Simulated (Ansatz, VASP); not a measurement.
# Si3C4 in VASP and in Ansatz

The input INCAR:

```
SYSTEM = Si3C4
  PREC = Accurate
  ENCUT = 520
  EDIFF = 1E-6
  ISMEAR = 0
  SIGMA = 0.1
  LREAL = .FALSE.
  LASPH = .TRUE.
  NELM = 150
  ALGO = Normal
  ISIF = 2
  LWAVE = .FALSE.
  LCHARG = .FALSE.
  ISPIN = 2
  MAGMOM = 0 0 0 1 1 1 1
  LORBIT = 11
  GGA = PE
  NBANDS = 27
```

Contents of KPOINTS:

```
Automatic mesh
0
G
  6 6 2
  0 0 0
```

The input POSCAR:

```
Si3C4
1.0
    3.0101504834      0.0000000000      0.0000000000
   -1.5050752417      2.6068667878      0.0000000000
    0.0000000000      0.0000000000      8.8702249141
Si C
3 4
Direct
    0.0000000000      0.0000000000      0.5000000000
    0.6666666667      0.3333333333      0.1725077827
    0.3333333333      0.6666666667      0.8274922173
    0.0000000000      0.0000000000      0.0883354978
    0.3333333333      0.6666666667      0.6197979881
    0.0000000000      0.0000000000      0.9116645022
    0.6666666667      0.3333333333      0.3802020119
```

Input for Ansatz:

```yaml
crystal:
  lattice:
    - [3.0101504834, 0.0, 0.0]
    - [-1.5050752417, 2.6068667878, 0.0]
    - [0.0, 0.0, 8.8702249141]
  atoms:
    - { symbol: Si, position: [0.0, 0.0, 0.5] }
    - { symbol: Si, position: [0.6666666667, 0.3333333333, 0.1725077827] }
    - { symbol: Si, position: [0.3333333333, 0.6666666667, 0.8274922173] }
    - { symbol: C, position: [0.0, 0.0, 0.0883354978], spin: 1.0 }
    - { symbol: C, position: [0.3333333333, 0.6666666667, 0.6197979881], spin: 1.0 }
    - { symbol: C, position: [0.0, 0.0, 0.9116645022], spin: 1.0 }
    - { symbol: C, position: [0.6666666667, 0.3333333333, 0.3802020119], spin: 1.0 }
basis:
  ecutwfc: 420
kpoints:
  mp_grid: { grid: [6, 6, 2] }
hamiltonian:
  xc: pbe
scf:
  occupations: { method: gaussian, width: 0.1 }
  lower_state_search: "off"
output:
  forces: true
  stress: true
  eigenvalues: true
  populations: true
magnetization:
  spin_polarized: true
```

Change from the starting cell: species swapped into the Cr3Te4 type (C2/m, No. 12).

Alike in both runs: task single point; functional PBE; k mesh 6 × 6 × 2; occupations gaussian, width 0.1 eV; collinear spin.

|  | VASP | Ansatz |
| --- | --- | --- |
| version | VASP 6.6.1 | Ansatz 0.2.0 |
| potentials or method | VASP PAW PBE potentials, release 64 (Si, C), cutoff 520 eV | scalar-relativistic, plane waves, PAW |
| valence electrons in the cell | 28 | 28 |

```tsv
	VASP	Ansatz	Ansatz less VASP
gap on the k mesh at the Fermi level (eV)	none	none	-
pressure (GPa)	-0.2	-0.2	0.00
traceless stress, the component that is largest in VASP (GPa)	-0.79	-0.86	-0.063
rms of the force components (eV/Å)	0.320	0.327	+0.0077
net moment per atom (μB)	0.00	0.00	0.000
```

Atom by atom the forces differ by 0.010 eV/Å (rms over components). A gap of «none» marks a metal or a gap that the smearing closes. Ansatz's warnings: seeded moment not kept.

The k mesh is coarse, so the values compare programs but aren't converged.
